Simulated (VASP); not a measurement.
# Ti (Fm-3m) in VASP: a series of runs

Runs on Ti. Level: LDA. Tasks: single point.

Program: VASP 6.6.1. These are calculated values, not measurements. Logs are shortened: lines on timing, memory, paths and dates and some standing lists are left out, and cuts for length are marked.

### 1 The cell of the first run

The structure is cubic, space group Fm-3m (No. 225). The conventional cell has a = 4.024 Å, b = 4.024 Å, c = 4.024 Å, α = 90.00°, β = 90.00°, γ = 90.00°. Ti (site symmetry m-3m) has 12 Ti at 2.85 Å within 3.7 Å.

### 2 Single point, LDA

Input file INCAR:

```
SYSTEM = Ti
PREC = Accurate
ENCUT = 520
EDIFF = 1E-6
ISMEAR = 0
SIGMA = 0.1
LREAL = .False.
LASPH = .True.
NELM = 80
ALGO = Normal
ISIF = 2
LWAVE = .False.
LCHARG = .False.
GGA = CA
NBANDS = 12
```

Input file KPOINTS:

```
Automatic mesh
0
Gamma
  14 14 14
  0 0 0
```

Input file POSCAR:

```
Ti
1.0
    0.0000000000      2.0117927412      2.0117927412
    2.0117927412      0.0000000000      2.0117927412
    2.0117927412      2.0117927412      0.0000000000
Ti
1
Direct
    0.0000000000      0.0000000000      0.0000000000
```

Potentials or basis: VASP PAW LDA potentials, release 64 (Ti_sv).

Launch:

```sh
$ cat potpaw_LDA.64/Ti_sv/POTCAR > POTCAR
$ mpirun -np 1 vasp_std > vasp.out
```

OUTCAR:

```text
SYSTEM = Ti
   PREC = Accurate
   ENCUT = 520
   EDIFF = 1E-6
   ISMEAR = 0
   LREAL = .False.
   LASPH = .True.
   NELM = 80
   ISIF = 2
   GGA = CA

 ion  position               nearest neighbor table
   1  0.000  0.000  0.000-

  LATTYP: Found a face centered cubic cell.
 ALAT       =     4.0235854824

  Lattice vectors:

 A1 = (   0.0000000000,   2.0117927412,   2.0117927412)
 A2 = (   2.0117927412,   0.0000000000,   2.0117927412)
 A3 = (   2.0117927412,   2.0117927412,   0.0000000000)

Analysis of symmetry for initial positions (statically):
=====================================================================
 Subroutine PRICEL returns:
 Original cell was already a primitive cell.

 Routine SETGRP: Setting up the symmetry group for a
 face centered cubic supercell.

 Subroutine GETGRP returns: Found 48 space group operations
 (whereof 48 operations were pure point group operations)
 out of a pool of 48 trial point group operations.

The static configuration has the point symmetry O_h .

Analysis of symmetry for dynamics (positions and initial velocities):
=====================================================================
 Subroutine PRICEL returns:
 Original cell was already a primitive cell.

 Routine SETGRP: Setting up the symmetry group for a
 face centered cubic supercell.

 Subroutine GETGRP returns: Found 48 space group operations
 (whereof 48 operations were pure point group operations)
 out of a pool of 48 trial point group operations.

The dynamic configuration has the point symmetry O_h .

 Subroutine INISYM returns: Found 48 space group operations
 (whereof 48 operations are pure point group operations),
 and found     1 'primitive' translations

----------------------------------------------------------------------------------------

                                     Primitive cell

  volume of cell :      16.2847

  direct lattice vectors                    reciprocal lattice vectors
     0.000000000  2.011792741  2.011792741    -0.248534548  0.248534548  0.248534548
     2.011792741  0.000000000  2.011792741     0.248534548 -0.248534548  0.248534548
     2.011792741  2.011792741  0.000000000     0.248534548  0.248534548 -0.248534548

  length of vectors
     2.845104579  2.845104579  2.845104579     0.430474465  0.430474465  0.430474465

  position of ions in fractional coordinates (direct lattice)
     0.000000000  0.000000000  0.000000000

  ion indices of the primitive-cell ions
   primitive index   ion index
                 1           1

----------------------------------------------------------------------------------------

 KPOINTS: Automatic mesh

Automatic generation of k-mesh.
 Grid dimensions read from file:
 generate k-points for:   14   14   14

 Generating k-lattice:

  Cartesian coordinates                     Fractional coordinates (reciprocal lattice)
    -0.017752468  0.017752468  0.017752468     0.071428571  0.000000000  0.000000000
     0.017752468 -0.017752468  0.017752468     0.000000000  0.071428571  0.000000000
     0.017752468  0.017752468 -0.017752468     0.000000000  0.000000000  0.071428571

  Length of vectors
     0.030748176  0.030748176  0.030748176

  Shift w.r.t. Gamma in fractional coordinates (k-lattice)
     0.000000000  0.000000000  0.000000000

 Subroutine IBZKPT returns following result:
 ===========================================

 Found    104 irreducible k-points:

 Following reciprocal coordinates:
            Coordinates               Weight
  0.000000  0.000000  0.000000      1.000000
  0.071429  0.000000  0.000000      8.000000
  0.142857  0.000000  0.000000      8.000000
  0.214286  0.000000  0.000000      8.000000
  0.285714  0.000000  0.000000      8.000000
  0.357143  0.000000  0.000000      8.000000
[... 16 lines left out ...]
  0.214286  0.142857  0.000000     24.000000
  0.285714  0.142857  0.000000     24.000000
 [... further k-points ...]
   k-points           NKPTS =    104   k-points in BZ     NKDIM =    104   number of bands    NBANDS=     12
   number of dos      NEDOS =    301   number of ions     NIONS =      1
   total plane-waves  NPLWV =  13824
   dimension x,y,z NGX =    24 NGY =   24 NGZ =   24
   dimension x,y,z NGXF=    48 NGYF=   48 NGZF=   48
   ions per type =               1
   NGX,Y,Z   is equivalent  to a cutoff of  14.02, 14.02, 14.02 a.u.
   NGXF,Y,Z  is equivalent  to a cutoff of  28.05, 28.05, 28.05 a.u.
 SYSTEM =  Ti
   PREC   = accura    normal or accurate (medium, high low for compatibility)
   ISTART =      0    job   : 0-new  1-cont  2-samecut
   ICHARG =      2    charge: 1-file 2-atom 10-const
   ISPIN  =      1    spin polarized calculation?
   LNONCOLLINEAR =      F non collinear calculations
   LSORBIT =      F    spin-orbit coupling
   LASPH  =      T    aspherical Exc in radial PAW
   ENCUT  =  520.0 eV  38.22 Ry    6.18 a.u.   5.29  5.29  5.29*2*pi/ulx,y,z
   NELM   =     80;   NELMIN=  2; NELMDL= -5     # of ELM steps
   EDIFF  = 0.1E-05   stopping-criterion for ELM
   LREAL  =      F    real-space projection
   EDIFFG = 0.1E-04   stopping-criterion for IOM
   NSW    =      0    number of steps for IOM
   IBRION =     -1    ionic relax: 0-MD 1-quasi-New 2-CG
   NFREE  =      0    steps in history (QN), initial steepest desc. (CG)
   ISIF   =      2    stress and relaxation
   ISYM   =      2    0-nonsym 1-usesym 2-fastsym
   POTIM  = 0.5000    time-step for ionic-motion
   TEBEG  =    0.0;   TEEND  =   0.0 temperature during run
   PSTRESS=    0.0 pullay stress
   NELECT =      12.0000    total number of electrons
   NUPDOWN=      -1.0000    fix difference up-down
   EMIN   =  10.00;   EMAX   =-10.00  energy-range for DOS
   EFERMI =   0.00;   METHOD = LEGACY
   ISMEAR =     0;   SIGMA  =   0.10  broadening in eV -4-tet -1-fermi 0-gaus
   EFERMI_NEDOS =   21; number of points for ismear=-14 and -15
   IALGO  =     38    algorithm
   IMIX   =      4    mixing-type and parameters
     AMIX     =   0.40;   BMIX     =  1.00
     AMIX_MAG =   1.60;   BMIX_MAG =  1.00
  volume/ion in A,a.u.               =      16.28       109.89
  Fermi-wavevector in a.u.,A,eV,Ry     =   1.478684  2.794307 29.749221  2.186506
  Thomas-Fermi vector in A             =   2.592935
   LORBIT       =      0    0 simple, 1 ext, 2 COOP (PROOUT), +10 PAW based schemes
   GGA     = CA    functional components
   LHFCALC =     F    Hartree Fock is set to
   AEXX    =    0.0000 exact exchange contribution
   IVDW    =     0    specifies the selected vdW correction
   LEPSILON=     F    determine dielectric tensor
   LRPA    =     F    only Hartree local field effects (RPA)
 non-spin polarized calculation
 Gauss-broadening in eV      SIGMA  =   0.10
  energy-cutoff  :      520.00
  volume of cell :       16.28
 maximum number of plane-waves:       452
 NGX is ok and might be reduce to    24
   NGX = 11   NGY = 11   NGZ = 11

 number of electron      12.0000000 magnetization

 Free energy of the ion-electron system (eV)
  ---------------------------------------------------
  ext. energy  EPLUGINS =         0.00000000
  ---------------------------------------------------
  free energy    TOTEN  =        -8.50039134 eV

  energy without entropy =       -8.49116888  energy(sigma->0) =       -8.49578011

 E-fermi :   8.6768     XC(G=0): -12.0962

 val. band max:        8.6708872292   @ k =  -0.3571   0.3571   0.1429
 cond. band min:       8.6804537837   @ k =  -0.4286   0.2857   0.1429
 fundamental gap:      0.0095665545
 Fermi energy:         8.6767932814

 k-point     1 :       0.0000    0.0000    0.0000
  band No.  band energies     occupation
      1     -47.2351      2.00000
      2     -23.3784      2.00000
      3     -23.3784      2.00000
      4     -23.3784      2.00000
      5       2.5248      2.00000
      6       9.5646      0.00000
      7       9.5646      0.00000
      8       9.5646      0.00000
      9      11.3208      0.00000
     10      11.3208      0.00000
     11      24.3867      0.00000
     12      29.1001      0.00000

 k-point     2 :       0.0714    0.0000    0.0000
  band No.  band energies     occupation
      1     -47.2270      2.00000
      2     -23.4224      2.00000
      3     -23.3839      2.00000
      4     -23.3839      2.00000
      5       2.7005      2.00000
      6       9.4553      0.00000
      7       9.6292      0.00000
      8       9.6292      0.00000
      9      11.2787      0.00000
     10      11.2787      0.00000
     11      24.5498      0.00000
     12      27.8668      0.00000

 k-point     3 :       0.1429    0.0000    0.0000
  band No.  band energies     occupation
      1     -47.2040      2.00000
      2     -23.5443      2.00000
      3     -23.3989      2.00000
      4     -23.3989      2.00000
      5       3.2049      2.00000
      6       9.1784      0.00000
      7       9.7767      0.00000
      8       9.7767      0.00000
      9      11.2090      0.00000
     10      11.2090      0.00000
     11      24.7113      0.00000
     12      25.9971      0.00000
[... 286 lines left out ...]
 k-point    23 :       0.2143    0.1429    0.0000
  band No.  band energies     occupation
      1     -47.1688      2.00000
      2     -23.6517      2.00000
      3     -23.4628      2.00000
      4     -23.4561      2.00000
      5       3.9829      2.00000
      6       8.6148      1.61908
      7      10.0412      0.00000
      8      10.1889      0.00000
      9      10.6115      0.00000
     10      11.6408      0.00000
     11      24.9318      0.00000
     12      25.7027      0.00000

 k-point    24 :       0.2857    0.1429    0.0000
  band No.  band energies     occupation
      1     -47.1363      2.00000
      2     -23.8055      2.00000
      3     -23.4901      2.00000
      4     -23.4818      2.00000
      5       4.7447      2.00000
      6       8.3491      2.00000
      7       9.7054      0.00000
      8      10.2595      0.00000
      9      11.0859      0.00000
     10      11.8733      0.00000
     11      23.0129      0.00000
     12      25.4287      0.00000

 [... further k-points ...]
[... 5 lines left out ...]
  --------------------------------------------------------------------------------------
  -------------------------------------------------------------------------------------
  Total       -0.2112465     -0.2112465     -0.2112465      0.0000000     -0.0000000      0.0000000
  in kB      -20.7835866    -20.7835866    -20.7835866      0.0000000     -0.0000000      0.0000000
  external PRESSURE =     -20.7835866 kB  Pullay stress =       0.0000000 kB

 VOLUME and BASIS-vectors are now :
 -----------------------------------------------------------------------------
  energy-cutoff  :      520.00
  volume of cell :       16.28
      direct lattice vectors                 reciprocal lattice vectors
     0.000000000  2.011792741  2.011792741    -0.248534548  0.248534548  0.248534548
     2.011792741  0.000000000  2.011792741     0.248534548 -0.248534548  0.248534548
     2.011792741  2.011792741  0.000000000     0.248534548  0.248534548 -0.248534548

 POSITION                                       TOTAL-FORCE (eV/Angst)
 -----------------------------------------------------------------------------------
      0.00000      0.00000      0.00000         0.000000     -0.000000     -0.000000
 -----------------------------------------------------------------------------------
    total drift:                                0.000000      0.000000     -0.000000

  FREE ENERGIE OF THE ION-ELECTRON SYSTEM (eV)
  ---------------------------------------------------
  free  energy   TOTEN  =        -8.5003913363 eV

  energy  without entropy=       -8.4911688830  energy(sigma->0) =       -8.49578011
```

Wall time 6.2 s (1 thread of Intel Xeon 6975P-C (Granite Rapids), shared host); peak memory 0.13 GiB.

What came out:

- Free energy: -8.5004 eV
- Pressure: -2.1 GPa
- Band gap on the k mesh: zero (band 6 reaches 9.56 eV, above the bottom of band 7 at 8.22 eV)

Levels at points of the mesh, in eV from the Fermi level:
| k point | band 2 | band 3 | band 4 | band 5 | band 6 | band 7 | band 8 | band 9 | band 10 | band 11 |
| --- | --- | --- | --- | --- | --- | --- | --- | --- | --- | --- |
| (0.00, 0.00, 0.00) | -32.06 | -32.06 | -32.06 | -6.15 | 0.89 | 0.89 | 0.89 | 2.64 | 2.64 | 15.71 |
| (0.50, 0.00, 0.00) | -32.91 | -32.16 | -32.16 | -2.73 | 0.74 | 0.74 | 0.92 | 3.85 | 3.85 | 8.88 |
| (0.50, 0.50, 0.00) | -32.85 | -32.35 | -32.35 | -2.81 | -1.90 | 3.23 | 3.82 | 4.17 | 4.17 | 11.36 |

### 3 Single point, LDA

This run uses another cell than the first one, of 16.73 Å³/atom, 1.027 times its volume.

Input file INCAR:

```
SYSTEM = Ti
PREC = Accurate
ENCUT = 520
EDIFF = 1E-7
ISMEAR = 0
SIGMA = 0.1
LREAL = .FALSE.
LASPH = .TRUE.
NELM = 60
ALGO = Normal
ISIF = 2
LWAVE = .FALSE.
LCHARG = .FALSE.
NBANDS = 12
```

Input file KPOINTS:

```
regular mesh
0
G
  14 14 14
  0 0 0
```

Input file POSCAR:

```
Ti
1.0
    0.0000000000      2.0300000000      2.0300000000
    2.0300000000      0.0000000000      2.0300000000
    2.0300000000      2.0300000000      0.0000000000
Ti
1
Direct
    0.0000000000      0.0000000000      0.0000000000
```

Potentials or basis: VASP PAW LDA potentials, release 64 (Ti_sv).

Launch:

```sh
$ cat potpaw_LDA.64/Ti_sv/POTCAR > POTCAR
$ mpirun -np 1 vasp_std > vasp.out
```

OUTCAR:

```text
SYSTEM = Ti
   PREC = Accurate
   ENCUT = 520
   EDIFF = 1E-7
   ISMEAR = 0
   LREAL = .FALSE.
   LASPH = .TRUE.
   NELM = 60
   ISIF = 2

 ion  position               nearest neighbor table
   1  0.000  0.000  0.000-

  LATTYP: Found a face centered cubic cell.
 ALAT       =     4.0600000000

  Lattice vectors:

 A1 = (   0.0000000000,   2.0300000000,   2.0300000000)
 A2 = (   2.0300000000,   0.0000000000,   2.0300000000)
 A3 = (   2.0300000000,   2.0300000000,   0.0000000000)

Analysis of symmetry for initial positions (statically):
[... 530 lines left out ...]
      5       4.4605      2.00000
      6       8.0759      1.99998
      7       9.3889      0.00000
      8       9.9208      0.00000
      9      10.7154      0.00000
     10      11.4748      0.00000
     11      22.4077      0.00000
     12      24.8822      0.00000

 [... further k-points ...]
[... 5 lines left out ...]
  --------------------------------------------------------------------------------------
  -------------------------------------------------------------------------------------
  Total       -0.5265046     -0.5265046     -0.5265046     -0.0000000     -0.0000000      0.0000000
  in kB      -50.4190451    -50.4190451    -50.4190451     -0.0000000     -0.0000000      0.0000000
  external PRESSURE =     -50.4190451 kB  Pullay stress =       0.0000000 kB

 VOLUME and BASIS-vectors are now :
 -----------------------------------------------------------------------------
  energy-cutoff  :      520.00
  volume of cell :       16.73
      direct lattice vectors                 reciprocal lattice vectors
     0.000000000  2.030000000  2.030000000    -0.246305419  0.246305419  0.246305419
     2.030000000  0.000000000  2.030000000     0.246305419 -0.246305419  0.246305419
     2.030000000  2.030000000  0.000000000     0.246305419  0.246305419 -0.246305419

 POSITION                                       TOTAL-FORCE (eV/Angst)
 -----------------------------------------------------------------------------------
      0.00000      0.00000      0.00000        -0.000000      0.000000      0.000000
 -----------------------------------------------------------------------------------
    total drift:                                0.000000      0.000000     -0.000000

  FREE ENERGIE OF THE ION-ELECTRON SYSTEM (eV)
  ---------------------------------------------------
  free  energy   TOTEN  =        -8.4905220891 eV

  energy  without entropy=       -8.4809549002  energy(sigma->0) =       -8.48573849
```

OSZICAR:

```text
N       E                     dE             d eps       ncg     rms          rms(c)
DAV:   1     0.852779930654E+02    0.85278E+02   -0.66230E+03  2496   0.122E+03
DAV:   2    -0.548005635540E+01   -0.90758E+02   -0.88420E+02  2532   0.296E+02
DAV:   3    -0.937827086872E+01   -0.38982E+01   -0.38556E+01  3372   0.639E+01
DAV:   4    -0.948947668438E+01   -0.11121E+00   -0.11112E+00  2796   0.888E+00
DAV:   5    -0.949282559893E+01   -0.33489E-02   -0.33488E-02  3020   0.136E+00    0.844E+00
DAV:   6    -0.850007769712E+01    0.99275E+00   -0.20447E+00  2700   0.209E+01    0.222E+00
DAV:   7    -0.848342093514E+01    0.16657E-01   -0.96032E-02  3024   0.328E+00    0.126E+00
DAV:   8    -0.849019738259E+01   -0.67764E-02   -0.39794E-02  2632   0.259E+00    0.157E-01
DAV:   9    -0.849048528864E+01   -0.28791E-03   -0.29422E-03  3164   0.620E-01    0.787E-02
DAV:  10    -0.849053290710E+01   -0.47618E-04   -0.32783E-04  2704   0.210E-01    0.111E-02
DAV:  11    -0.849052310803E+01    0.97991E-05   -0.22746E-05  2908   0.691E-02    0.111E-02
DAV:  12    -0.849052207740E+01    0.10306E-05   -0.32547E-06  2788   0.222E-02    0.123E-03
DAV:  13    -0.849052208909E+01   -0.11687E-07   -0.99311E-08  2404   0.334E-03
   1 F= -.84905221E+01 E0= -.84857385E+01  d E =-.956719E-02
```

stdout:

```text
POSCAR found type information on POSCAR Ti
 POSCAR found :  1 types and       1 ions
 scaLAPACK will be used
 LDA part: xc-table for (Slater(with rela. corr.)+CA(PZ))
 , standard interpolation
 POSCAR, INCAR and KPOINTS ok, starting setup
 FFT: planning ... GRIDC
 FFT: planning ... GRID_SOFT
 FFT: planning ... GRID
 WAVECAR not read
 entering main loop
```

Wall time 6.4 s (1 thread of Intel Xeon 6975P-C (Granite Rapids), shared host); peak memory 0.13 GiB.

Results:

* Free energy: -8.4905 eV
* Pressure: -5.0 GPa
* Band gap on the k mesh: zero (band 6 reaches 9.25 eV, above the bottom of band 7 at 7.94 eV)
